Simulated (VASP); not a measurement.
The system is SnGe2.

```xyz
3
Lattice="3.0870 -3.3998 0.0000 3.0870 3.3998 0.0000 -1.2754 0.0000 3.6403" Properties=species:S:1:pos:R:3 pbc="T T T"
Sn    3.0870    2.7167    0.0000
Ge    3.2219    0.0124    0.9117
Ge    1.6767    0.0124    2.7286
```

| Quantity | Value |
| --- | --- |
| Program | VASP 6.6.1 |
| Task | relaxation of cell and atoms |
| Functional | PBE |
| Potentials or basis | VASP PAW PBE potentials, release 64 (Sn_d, Ge_d) |
| Cutoff | 600 eV |
| k mesh | 5 × 5 × 5 |
| Occupations | gaussian, width 0.2 eV |
| Spin | no spin polarisation |

At the start: pressure 23.7 GPa; volume 25.47 Å³/atom.

**Question.** Where does the relaxation end?

**Answer.** Over 30 steps the energy falls by 1323.3 meV/atom and the volume is 22.56 Å³/atom (-11.4 %); space group C2/m (No. 12, to 0.05 Å).

Step by step:
| step | energy change (eV) | largest force (eV/Å) | pressure (GPa) | volume (Å³) |
| --- | --- | --- | --- | --- |
| 1 | 0.0000 | 16.0368 | 23.72 | 76.41 |
| 2 | 0.1770 | 10.0484 | 2.41 | 118.85 |
| 3 | 0.0247 | 10.1221 | 2.75 | 115.87 |
| 4 | -0.1767 | 9.9741 | 2.93 | 112.76 |
| 5 | -1.6575 | 7.3112 | 2.45 | 94.45 |
| 6 | -2.4462 | 5.8979 | 2.88 | 85.40 |
| 7 | -2.6894 | 4.9587 | 5.01 | 80.90 |
| 8 | -3.1988 | 0.1759 | -6.07 | 92.95 |
| 9 | -3.4118 | 0.7076 | -3.66 | 87.56 |
| 10 | -3.4123 | 0.7500 | -3.54 | 87.40 |
| 11 | -3.5574 | 0.7010 | -1.73 | 81.83 |
| 12 | -3.6036 | 0.8851 | 0.55 | 77.20 |
| 13 | -3.6876 | 0.5366 | 0.41 | 75.28 |
| 14 | -3.7349 | 0.0952 | 1.23 | 71.36 |
| 15 | -3.7404 | 0.0928 | 0.87 | 72.32 |
| 16 | -3.7592 | 0.1260 | -0.60 | 73.68 |
| 17 | -3.7601 | 0.1540 | -1.02 | 74.10 |
| 18 | -3.7790 | 0.2793 | -0.89 | 73.39 |
| 19 | -3.8063 | 0.5684 | 0.03 | 71.07 |
| 20 | -3.8179 | 0.5707 | 0.10 | 70.61 |
| 21 | -3.8494 | 0.5921 | 0.47 | 69.19 |
| 22 | -3.8583 | 0.4691 | 2.04 | 66.11 |
| 23 | -3.8642 | 0.5616 | 1.27 | 67.37 |
| 24 | -3.9075 | 0.3412 | 0.22 | 67.99 |
| 25 | -3.9315 | 0.1310 | -1.03 | 68.95 |
| 26 | -3.9520 | 0.0953 | 0.02 | 67.59 |
| 27 | -3.9568 | 0.0874 | 0.81 | 66.66 |
| 28 | -3.9658 | 0.0621 | 0.21 | 67.37 |
| 29 | -3.9671 | 0.0629 | -0.09 | 67.73 |
| 30 | -3.9698 | 0.0479 | -0.05 | 67.69 |

Final structure:
```cif
data_structure
_symmetry_space_group_name_H-M 'P 1'
_symmetry_Int_Tables_number 1
_cell_length_a 4.1378
_cell_length_b 4.1378
_cell_length_c 4.1461
_cell_angle_alpha 100.932
_cell_angle_beta 100.932
_cell_angle_gamma 79.768
_cell_volume 67.69
loop_
_atom_site_label
_atom_site_type_symbol
_atom_site_fract_x
_atom_site_fract_y
_atom_site_fract_z
_atom_site_occupancy
Sn1 Sn 0.02989 0.97011 0.00000 1
Ge1 Ge 0.68410 0.61717 0.33341 1
Ge2 Ge 0.38283 0.31590 0.66659 1
```

Caveat: the relaxation stopped at a loose force limit of 0.08 eV/Å, so its end isn't a converged minimum.
